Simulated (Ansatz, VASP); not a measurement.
# Ge in VASP and in Ansatz

The input INCAR:

```
SYSTEM = Ge
PREC     = Accurate       ! precision mode
ENCUT    = 520            ! plane-wave cutoff, eV
EDIFF    = 1E-7           ! SCF threshold, eV
ISMEAR   = -1             ! smearing method
SIGMA    = 0.05           ! smearing width, eV
LREAL    = .False.        ! projectors in reciprocal space
LASPH    = .True.         ! aspherical terms in the spheres
NELM     = 100            ! most SCF steps
ALGO     = Normal         ! electronic algorithm
ISIF     = 2              ! what is computed and relaxed
LWAVE    = .False.        ! write WAVECAR
LCHARG   = .True.         ! write CHGCAR
GGA      = PE             ! functional
LELF     = .True.         ! ELF
LVHAR    = .True.       
NBANDS   = 21             ! bands
```

Contents of KPOINTS:

```
regular mesh
0
Gamma
  11 11 11
  0 0 0
```

File POSCAR:

```
Ge
1.0
    0.0000000000      2.9092252936      2.9092252936
    2.9092252936      0.0000000000      2.9092252936
    2.9092252936      2.9092252936      0.0000000000
Ge
2
Direct
    0.0000000000      0.0000000000      0.0000000000
    0.2500000000      0.2500000000      0.2500000000
```

Input for Ansatz:

```yaml
crystal:
  lattice:
    - [0.0, 2.9092252936, 2.9092252936]
    - [2.9092252936, 0.0, 2.9092252936]
    - [2.9092252936, 2.9092252936, 0.0]
  atoms:
    - { symbol: Ge, position: [0.0, 0.0, 0.0] }
    - { symbol: Ge, position: [0.25, 0.25, 0.25] }
kpoints:
  mp_grid: { grid: [11, 11, 11] }
scf:
  occupations: { method: fermi_dirac, width: 0.05 }
hamiltonian:
  xc: pbe
  pseudopotentials: { kind: all_electron, lapw: { basis_error: 0.00025 } }
output:
  forces: true
  stress: true
  eigenvalues: true
```

Change from the starting cell: volume scaled by 1.03.

Alike in both runs: task single point; functional PBE; k mesh 11 × 11 × 11; occupations fermi-dirac, width 0.05 eV; no spin polarisation.

```csv
,VASP,Ansatz
version,VASP 6.6.1,Ansatz 0.2.0
potentials or method,"VASP PAW PBE potentials, release 64 (Ge_d), cutoff 520 eV","all-electron LAPW, scalar-relativistic"
```

|  | VASP | Ansatz | Ansatz less VASP |
| --- | --- | --- | --- |
| pressure (GPa) | -1.7 | -1.6 | +0.05 |

Ansatz ran all-electron here, and VASP with PAW potentials.
